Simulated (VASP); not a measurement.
# CaO (Lime) (Fm-3m) in VASP: further runs

CaO (Lime) is run at these levels: LDA; tasks: single point.

All numbers are computed with VASP 6.6.1; they aren't measurements. Logs are shortened: lines on timing, memory, paths and dates and some standing lists are left out, and cuts for length are marked.

## (1) The cell of the first run

The structure is cubic, space group Fm-3m (No. 225). The conventional cell has a = 4.845 Å, b = 4.845 Å, c = 4.845 Å, α = 90.00°, β = 90.00°, γ = 90.00°. Within 3.2 Å of Ca (site symmetry m-3m) lie 6 O at 2.42 Å. O (site symmetry m-3m) has 6 Ca at 2.42 Å within 3.2 Å.

## (2) Single point, LDA

Input file INCAR:

```
  ALGO = Normal
  EDIFF = 1E-6
  ENCUT = 520
  ISIF = 2
  ISMEAR = 0
  LASPH = T
  LCHARG = T
  LELF = T
  LREAL = F
  LVHAR = T
  LWAVE = F
  NBANDS = 15
  NELM = 80
  PREC = Accurate
  SIGMA = 0.01
```

Input file KPOINTS:

```
k-points
0
Gamma
  7 7 7
```

Input file POSCAR:

```
CaO
1.0
    0.0000000000      2.4224375506      2.4224375506
    2.4224375506      0.0000000000      2.4224375506
    2.4224375506      2.4224375506      0.0000000000
Ca O
1 1
Direct
    0.0000000000      0.0000000000      0.0000000000
    0.5000000000      0.5000000000      0.5000000000
```

Potentials or basis: VASP PAW LDA potentials, release 64 (Ca_sv, O).

Launch:

```bash
$ cat potpaw_LDA.64/Ca_sv/POTCAR potpaw_LDA.64/O/POTCAR > POTCAR
$ mpirun -np 1 vasp_std > vasp.out
```

OUTCAR:

```text
EDIFF = 1E-6
   ENCUT = 520
   ISIF = 2
   ISMEAR = 0
   LASPH = T
   LREAL = F
   NELM = 80
   PREC = Accurate

 ion  position               nearest neighbor table
   1  0.000  0.000  0.000-   2 2.42   2 2.42   2 2.42   2 2.42   2 2.42   2 2.42
   2  0.500  0.500  0.500-   1 2.42   1 2.42   1 2.42   1 2.42   1 2.42   1 2.42

  LATTYP: Found a face centered cubic cell.
 ALAT       =     4.8448751012

  Lattice vectors:

 A1 = (   0.0000000000,   2.4224375506,   2.4224375506)
 A2 = (   2.4224375506,   0.0000000000,   2.4224375506)
 A3 = (   2.4224375506,   2.4224375506,   0.0000000000)

Analysis of symmetry for initial positions (statically):
=====================================================================
 Subroutine PRICEL returns:
 Original cell was already a primitive cell.

 Routine SETGRP: Setting up the symmetry group for a
 face centered cubic supercell.

 Subroutine GETGRP returns: Found 48 space group operations
 (whereof 48 operations were pure point group operations)
 out of a pool of 48 trial point group operations.

The static configuration has the point symmetry O_h .

Analysis of symmetry for dynamics (positions and initial velocities):
=====================================================================
 Subroutine PRICEL returns:
 Original cell was already a primitive cell.

 Routine SETGRP: Setting up the symmetry group for a
 face centered cubic supercell.

 Subroutine GETGRP returns: Found 48 space group operations
 (whereof 48 operations were pure point group operations)
 out of a pool of 48 trial point group operations.

The dynamic configuration has the point symmetry O_h .

 Subroutine INISYM returns: Found 48 space group operations
 (whereof 48 operations are pure point group operations),
 and found     1 'primitive' translations

----------------------------------------------------------------------------------------

                                     Primitive cell

  volume of cell :      28.4307

  direct lattice vectors                    reciprocal lattice vectors
     0.000000000  2.422437551  2.422437551    -0.206403670  0.206403670  0.206403670
     2.422437551  0.000000000  2.422437551     0.206403670 -0.206403670  0.206403670
     2.422437551  2.422437551  0.000000000     0.206403670  0.206403670 -0.206403670

  length of vectors
     3.425844038  3.425844038  3.425844038     0.357501643  0.357501643  0.357501643

  position of ions in fractional coordinates (direct lattice)
     0.000000000  0.000000000  0.000000000
     0.500000000  0.500000000  0.500000000

  ion indices of the primitive-cell ions
   primitive index   ion index
                 1           1
                 2           2
[... 81 lines left out ...]
   EFERMI =   0.00;   METHOD = LEGACY
   ISMEAR =     0;   SIGMA  =   0.01  broadening in eV -4-tet -1-fermi 0-gaus
   EFERMI_NEDOS =   21; number of points for ismear=-14 and -15
   IALGO  =     38    algorithm
   IMIX   =      4    mixing-type and parameters
     AMIX     =   0.40;   BMIX     =  1.00
     AMIX_MAG =   1.60;   BMIX_MAG =  1.00
  volume/ion in A,a.u.               =      14.22        95.93
  Fermi-wavevector in a.u.,A,eV,Ry     =   1.351613  2.554177 24.855894  1.826857
  Thomas-Fermi vector in A             =   2.479020
   LORBIT       =      0    0 simple, 1 ext, 2 COOP (PROOUT), +10 PAW based schemes
   GGA     = CA    functional components
   LHFCALC =     F    Hartree Fock is set to
   AEXX    =    0.0000 exact exchange contribution
   IVDW    =     0    specifies the selected vdW correction
   LEPSILON=     F    determine dielectric tensor
   LRPA    =     F    only Hartree local field effects (RPA)
 non-spin polarized calculation
 Gauss-broadening in eV      SIGMA  =   0.01
  energy-cutoff  :      520.00
  volume of cell :       28.43
 maximum number of plane-waves:       773
 NGX is ok and might be reduce to    28
   NGX = 13   NGY = 13   NGZ = 13

 number of electron      16.0000001 magnetization

 Free energy of the ion-electron system (eV)
  ---------------------------------------------------
  ext. energy  EPLUGINS =         0.00000000
  ---------------------------------------------------
  free energy    TOTEN  =       -14.16215587 eV

  energy without entropy =      -14.16215587  energy(sigma->0) =      -14.16215587

 E-fermi :   2.0097     XC(G=0): -10.9127

 val. band max:        1.8774987547   @ k =   0.0000   0.0000   0.0000
 cond. band min:       5.4392554719   @ k =   0.4286   0.4286   0.0000
 fundamental gap:      3.5617567172
 Fermi energy:         2.0097284886

 k-point     1 :       0.0000    0.0000    0.0000
  band No.  band energies     occupation
      1     -35.2790      2.00000
      2     -16.3440      2.00000
      3     -16.3440      2.00000
      4     -16.3440      2.00000
      5     -13.2842      2.00000
      6       1.8775      2.00000
      7       1.8775      2.00000
      8       1.8775      2.00000
      9       6.2506      0.00000
     10       7.9296      0.00000
     11       7.9296      0.00000
     12       7.9296      0.00000
     13       9.4471      0.00000
     14       9.4471      0.00000
[... 329 lines left out ...]
      2     -16.8894      2.00000
      3     -16.7789      2.00000
      4     -16.5797      2.00000
      5     -12.6312      2.00000
      6       0.4361      2.00000
      7       0.7381      2.00000
      8       0.9238      2.00000
      9       7.5834      0.00000
     10       8.6084      0.00000
     11      10.1833      0.00000
     12      11.0433      0.00000
     13      11.6738      0.00000
     14      15.0734      0.00000
     15      15.2300      0.00000

------------------------ aborting loop because EDIFF is reached ----------------------------------------

  FORCE on cell =-STRESS in cart. coord.  units (eV):
  Direction    XX          YY          ZZ          XY          YZ          ZX
  --------------------------------------------------------------------------------------
  -------------------------------------------------------------------------------------
  Total       -1.5054033     -1.5054033     -1.5054033     -0.0000000     -0.0000000     -0.0000000
  in kB      -84.8351192    -84.8351192    -84.8351192     -0.0000000     -0.0000000     -0.0000000
  external PRESSURE =     -84.8351192 kB  Pullay stress =       0.0000000 kB

 VOLUME and BASIS-vectors are now :
 -----------------------------------------------------------------------------
  energy-cutoff  :      520.00
  volume of cell :       28.43
      direct lattice vectors                 reciprocal lattice vectors
     0.000000000  2.422437551  2.422437551    -0.206403670  0.206403670  0.206403670
     2.422437551  0.000000000  2.422437551     0.206403670 -0.206403670  0.206403670
     2.422437551  2.422437551  0.000000000     0.206403670  0.206403670 -0.206403670

 POSITION                                       TOTAL-FORCE (eV/Angst)
 -----------------------------------------------------------------------------------
      0.00000      0.00000      0.00000        -0.000000      0.000000     -0.000000
      2.42244      2.42244      2.42244         0.000000     -0.000000      0.000000
 -----------------------------------------------------------------------------------
    total drift:                                0.000000      0.000000      0.000000

  FREE ENERGIE OF THE ION-ELECTRON SYSTEM (eV)
  ---------------------------------------------------
  free  energy   TOTEN  =       -14.1621558688 eV

  energy  without entropy=      -14.1621558688  energy(sigma->0) =      -14.16215587
```

stdout:

```text
POSCAR found type information on POSCAR CaO
 POSCAR found :  2 types and       2 ions
 scaLAPACK will be used
 LDA part: xc-table for (Slater(with rela. corr.)+CA(PZ))
 , standard interpolation
 POSCAR, INCAR and KPOINTS ok, starting setup
 FFT: planning ... GRIDC
 FFT: planning ... GRID_SOFT
 FFT: planning ... GRID
 WAVECAR not read
 entering main loop
```

It took 6.3 s on 1 thread of AMD EPYC 9R45 (Zen 5), shared host; peak memory 0.11 GiB.

What came out:

* Free energy: -14.1622 eV
* Pressure: -8.5 GPa
* Band gap on the k mesh: 3.56 eV, indirect (least direct gap 3.94 eV)

A k mesh can miss the band edges. LDA gaps usually lie below the measured ones, often by a third to a half.

## (3) Single point, LDA

This run uses another cell than the first one, of 14.49 Å³/atom, 1.020 times its volume.

Input file INCAR:

```
SYSTEM = CaO
PREC = Accurate ; ENCUT = 520
EDIFF = 1E-6 ; ISMEAR = 0
SIGMA = 0.01 ; LREAL = .False.
LASPH = .True. ; NELM = 80
ALGO = Normal ; ISIF = 2
LWAVE = .False. ; LCHARG = .True.
LELF = .True. ; LVHAR = .True.
NBANDS = 15
```

Input file KPOINTS:

```
regular mesh
0
Gamma
  7 7 7
  0 0 0
```

Input file POSCAR:

```
CaO
1.0
    0.0000000000      2.4381681053      2.4381681053
    2.4381681053      0.0000000000      2.4381681053
    2.4381681053      2.4381681053      0.0000000000
Ca O
1 1
Direct
    0.0000000000      0.0000000000      0.0000000000
    0.5000000000      0.5000000000      0.5000000000
```

Potentials or basis: VASP PAW LDA potentials, release 64 (Ca_sv, O).

Launch:

```bash
$ cat potpaw_LDA.64/Ca_sv/POTCAR potpaw_LDA.64/O/POTCAR > POTCAR
$ mpirun -np 1 vasp_std > vasp.out
```

OUTCAR:

```text
SYSTEM = CaO
   PREC = Accurate
   ENCUT = 520
   EDIFF = 1E-6
   ISMEAR = 0
   LREAL = .False.
   LASPH = .True.
   NELM = 80
   ISIF = 2

 ion  position               nearest neighbor table
   1  0.000  0.000  0.000-   2 2.44   2 2.44   2 2.44   2 2.44   2 2.44   2 2.44
   2  0.500  0.500  0.500-   1 2.44   1 2.44   1 2.44   1 2.44   1 2.44   1 2.44

  LATTYP: Found a face centered cubic cell.
 ALAT       =     4.8763362106

  Lattice vectors:

 A1 = (   0.0000000000,   2.4381681053,   2.4381681053)
 A2 = (   2.4381681053,   0.0000000000,   2.4381681053)
 A3 = (   2.4381681053,   2.4381681053,   0.0000000000)

[... 538 lines left out ...]

  FORCE on cell =-STRESS in cart. coord.  units (eV):
  Direction    XX          YY          ZZ          XY          YZ          ZX
  --------------------------------------------------------------------------------------
  -------------------------------------------------------------------------------------
  Total       -1.8356474     -1.8356474     -1.8356474     -0.0000000     -0.0000000      0.0000000
  in kB     -101.4562756   -101.4562756   -101.4562756     -0.0000000     -0.0000000      0.0000000
  external PRESSURE =    -101.4562756 kB  Pullay stress =       0.0000000 kB

 VOLUME and BASIS-vectors are now :
 -----------------------------------------------------------------------------
  energy-cutoff  :      520.00
  volume of cell :       28.99
      direct lattice vectors                 reciprocal lattice vectors
     0.000000000  2.438168105  2.438168105    -0.205071996  0.205071996  0.205071996
     2.438168105  0.000000000  2.438168105     0.205071996 -0.205071996  0.205071996
     2.438168105  2.438168105  0.000000000     0.205071996  0.205071996 -0.205071996

 POSITION                                       TOTAL-FORCE (eV/Angst)
 -----------------------------------------------------------------------------------
      0.00000      0.00000      0.00000         0.000000     -0.000000      0.000000
      2.43817      2.43817      2.43817        -0.000000      0.000000     -0.000000
 -----------------------------------------------------------------------------------
    total drift:                                0.000000      0.000000      0.000000

  FREE ENERGIE OF THE ION-ELECTRON SYSTEM (eV)
  ---------------------------------------------------
  free  energy   TOTEN  =       -14.1301834900 eV

  energy  without entropy=      -14.1301834900  energy(sigma->0) =      -14.13018349
```

stdout:

```text
POSCAR found type information on POSCAR CaO
 POSCAR found :  2 types and       2 ions
 scaLAPACK will be used
 LDA part: xc-table for (Slater(with rela. corr.)+CA(PZ))
 , standard interpolation
 POSCAR, INCAR and KPOINTS ok, starting setup
 FFT: planning ... GRIDC
 FFT: planning ... GRID_SOFT
 FFT: planning ... GRID
 WAVECAR not read
 entering main loop
```

Wall time 6.4 s (1 thread of AMD EPYC 9R45 (Zen 5), shared host); peak memory 0.11 GiB.

What came out:

* Free energy: -14.1302 eV
* Pressure: -10.1 GPa
* Band gap on the k mesh: 3.57 eV, indirect (least direct gap 3.95 eV)

A k mesh can miss the band edges. Expect the measured gap to be larger: semilocal functionals such as LDA lack the derivative discontinuity.

## (4) Single point, LDA

This run uses another cell than the first one, of 14.77 Å³/atom, 1.039 times its volume.

Input file INCAR:

```
PREC     = Accurate       # precision mode
ENCUT    = 520            # plane-wave cutoff, eV
EDIFF    = 1E-6           # SCF threshold, eV
ISMEAR   = 0              # smearing method
SIGMA    = 0.01           # smearing width, eV
LREAL    = False          # projectors in reciprocal space
LASPH    = True           # aspherical terms in the spheres
NELM     = 60             # most SCF steps
ALGO     = Normal         # electronic algorithm
ISIF     = 2              # what is computed and relaxed
LWAVE    = False          # write WAVECAR
LCHARG   = False          # write CHGCAR
NBANDS   = 15             # bands
```

Input file KPOINTS:

```
Automatic mesh
0
Gamma
  7 7 7
```

Input file POSCAR:

```
CaO
1.0
    0.0000000000      2.4536982572      2.4536982572
    2.4536982572      0.0000000000      2.4536982572
    2.4536982572      2.4536982572      0.0000000000
Ca O
1 1
Direct
    0.0000000000      0.0000000000      0.0000000000
    0.5000000000      0.5000000000      0.5000000000
```

Launch:

```bash
$ cat potpaw_LDA.64/Ca_sv/POTCAR potpaw_LDA.64/O/POTCAR > POTCAR
$ mpirun -np 1 vasp_std > vasp.out
```

Wall time 5.8 s (1 thread of AMD EPYC 9R45 (Zen 5), shared host); peak memory 0.11 GiB.

The run converged. Its results:

```yaml
Free_energy: -14.0927 eV
Pressure: -11.6 GPa
Band_gap_on_the_k_mesh: 3.57 eV, indirect (least direct gap 3.95 eV)
```

Levels at points of the mesh, in eV from the valence-band top:
```
           k point  band 4  band 5  band 6  band 7  band 8  band 9  band 10  band 11  band 12  band 13
(0.00, 0.00, 0.00)  -18.41  -15.09    0.00    0.00    0.00    4.08     5.96     5.96     5.96     7.41
```

A k mesh can miss the band edges.

## (5) The runs side by side

| cell | gap on the mesh (eV) | pressure (GPa) |
| --- | --- | --- |
| a = 3.426 Å, angles 60.0°, 2 atoms | 3.56 | -8.5 |
| a = 3.448 Å, angles 60.0°, 2 atoms | 3.57 | -10.1 |
| a = 3.470 Å, angles 60.0°, 2 atoms | 3.57 | -11.6 |

Alike in all rows: task single point; level LDA; potentials or basis VASP PAW LDA potentials, release 64 (Ca_sv, O); no spin polarisation; k mesh 7 × 7 × 7; cutoff (eV) 520; smearing gaussian 0.01 eV.

Total energies depend on the potentials used, so only differences within one code and one set of settings carry meaning.
